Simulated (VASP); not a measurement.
# BiTe: relaxation of cell and atoms with LDA

The system is BiTe.

```
Bi Te
1.0
     0.00000    3.18690    3.18690
     3.18690    0.00000    3.18690
     3.18690    3.18690    0.00000
Bi Te
1 1
Direct
  0.00000 0.00000 0.00000
  0.50000 0.50000 0.50000
```

```
Program                : VASP 6.6.1
Task                   : relaxation of cell and atoms
Functional             : LDA
Potentials or basis    : VASP PAW LDA potentials, release 64 (Bi_d, Te)
Cutoff                 : 600 eV
k mesh                 : 11 × 11 × 11
Occupations            : fermi-dirac, width 0.05 eV
Spin                   : no spin polarisation
Dipole correction      : no
Further INCAR settings : ALGO = Normal; EDIFF = 1e-06; IBRION = 2; EDIFFG = -0.005; NSW = 100; ISIF = 3
```

```json
{
 "Relaxed volume": "32.05 Å³/atom",
 "Relaxed cell": "a = 4.492 Å, b = 4.492 Å, c = 4.492 Å, α = 60.00°, β = 60.00°, γ = 60.00°",
 "Space group after relaxing (to 0.1 Å)": "Fm-3m (No. 225)",
 "Energy gained by relaxing": "0.5 meV/atom",
 "Ionic steps": "3",
 "Pressure after relaxing": "0.0 GPa",
 "Band gap on the k mesh": "zero (an odd number of electrons rules out a gap without spin polarisation)"
}
```

Step by step:
| step | energy change (eV) | largest force (eV/Å) | pressure (GPa) | volume (Å³) |
| --- | --- | --- | --- | --- |
| 1 | 0.0000 | 0.0000 | -0.55 | 64.73 |
| 2 | -0.0006 | 0.0000 | 0.38 | 63.70 |
| 3 | -0.0011 | 0.0000 | 0.00 | 64.11 |

Final structure:
```
Bi Te
1.0
     0.00000    3.17661    3.17661
     3.17661    0.00000    3.17661
     3.17661    3.17661    0.00000
Bi Te
1 1
Direct
  0.00000 0.00000 0.00000
  0.50000 0.50000 0.50000
```

Levels at points of the mesh, in eV from the Fermi level:
| k point | band 8 | band 9 | band 10 | band 11 | band 12 | band 13 |
| --- | --- | --- | --- | --- | --- | --- |
| (0.00, 0.00, 0.00) | -2.65 | -2.65 | -2.65 | 2.26 | 2.26 | 2.26 |

Wall time 92 s on 1 thread of Intel Xeon 6975P-C, with other jobs on the host, peak memory 0.22 GiB.

Caveat: spin-orbit coupling is left out, which moves the levels of the heavy elements; an odd number of electrons without spin polarisation forces a metal; a magnetic or distorted state may lie lower.
